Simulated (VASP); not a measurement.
Wanted: the native input for a VASP 6.6.1 run.

| Quantity | Value |
| --- | --- |
| Task | single point |
| Functional | PBE |
| Potentials or basis | VASP PAW PBE potentials, release 64 (In_d, Ga_d, N) |
| Cutoff | 520 eV |
| k mesh | 2 × 2 × 2, shifted |
| Occupations | gaussian, width 0.01 eV |
| Spin | no spin polarisation |
| Dipole correction | no |
| Further INCAR settings | LREAL = Auto; ALGO = Normal; EDIFF = 1e-06; NBANDS = 246 |

The structure of InGa23N24 (a cell with a defect) lies in POSCAR:

```
InGa23N24
1.0
   -3.2183708174      5.5743817732      5.2431684262
   -3.2183708173     -5.5743817732      5.2431684262
    6.4367416346      0.0000000001      5.2431684262
In Ga N
1 23 24
Direct
    0.3324118950      0.6657452283      0.4990785616
    0.6689476297      0.4976789123      0.3301027142
    0.9968884978      0.8359452654      0.6679174792
    0.1643455790      0.4967693809      0.8356142964
    0.5026119321      0.8345841459      0.1635551645
    0.1634360476      1.0022809630      0.3310122456
    0.5012508125      0.3302218311      0.6692785988
    0.8339772001      0.6663601741      0.9987334769
    0.8320668102      0.1673105334      0.4996935075
    0.3330268408      0.1654001435      1.0006438668
    0.6665196064      0.9998529398      0.8331862731
    1.0003626706      0.3336960039      0.1670293373
    0.6697392025      0.8352888488      0.5005128533
    0.9954193016      0.6670233448      0.3311646545
    0.3338461866      1.0030725359      0.6686221822
    0.5019555155      0.6671795199      0.8364058692
    0.8331097156      1.0004616609      0.1659490676
    0.4992379039      0.1659951412      0.3334266807
    0.8326618079      0.5000933474      0.6659045706
    0.1667600140      0.8325712373      0.9993284746
    0.1644979878      0.3287526349      0.5003566782
    0.6671283276      0.3326157343      0.9997763822
    0.9992824010      0.1664430489      0.8337949942
    0.3336900115      0.4978313211      0.1620859683
    0.4677918104      0.8011251437      0.6344584771
    0.7896237244      0.6246405621      0.4583226674
    0.1258007207      0.9592119104      0.7921491173
    0.2913072287      0.6249893340      0.9562903910
    0.6258785771      0.9588157839      0.2924673874
    0.2916560007      0.1229570577      0.4579738954
    0.6254824506      0.4591340540      0.7925452437
    0.9583314893      0.7925711768      0.1234924943
    0.9568258276      0.2916648226      0.6259045101
    0.4592378434      0.2901591609      0.1249981559
    0.7919719402      0.1253052736      0.9586386069
    0.1265881364      0.4599214697      0.2932548031
    0.4682358187      0.6219650276      0.2748880749
    0.7947057749      0.4580803744      0.1233378508
    0.1082214082      0.8015691520      0.4552983609
    0.2886316942      0.4415547415      0.6349024854
    0.6284082234      0.7930652313      0.9583667055
    0.2922273424      0.9573997807      0.1256501486
    0.6240664474      0.2923168153      0.4588940091
    0.9589834820      0.6255606758      0.7907331141
    0.9566711841      0.1280391082      0.2914137078
    0.4597318980      0.1250333722      0.7950748900
    0.7917000389      0.9617415567      0.6263985647
    0.1247470411      0.2900045175      0.9613724416
```

The input as run:

INCAR

```
SYSTEM = InGa23N24
ALGO = Normal
EDIFF = 1E-6
ENCUT = 520
GGA = PE
ISIF = 2
ISMEAR = 0
LASPH = .True.
LCHARG = .True.
LELF = .True.
LREAL = Auto
LVHAR = .True.
LWAVE = .False.
NBANDS = 246
NELM = 100
PREC = Accurate
SIGMA = 0.01
```

KPOINTS

```
Automatic mesh
0
Gamma
  2 2 2
  0.5 0.5 0.5
```

Potentials or basis: VASP PAW PBE potentials, release 64 (In_d, Ga_d, N).

Run with:

```bash
$ cat potpaw_PBE.64/In_d/POTCAR potpaw_PBE.64/Ga_d/POTCAR potpaw_PBE.64/N/POTCAR > POTCAR
$ mpirun -np 1 vasp_std > vasp.out
```

It gave:

```json
{
 "Pressure": "2.5 GPa",
 "Largest force": "0.014 eV/Å",
 "Band gap on the k mesh": "3.03 eV"
}
```

Caveat: spin-orbit coupling is left out, which moves the levels of the heavy elements.

It used 850 s of CPU time on 1 thread of Intel(R) Xeon(R) Platinum 8488C (Sapphire Rapids) (shared host).
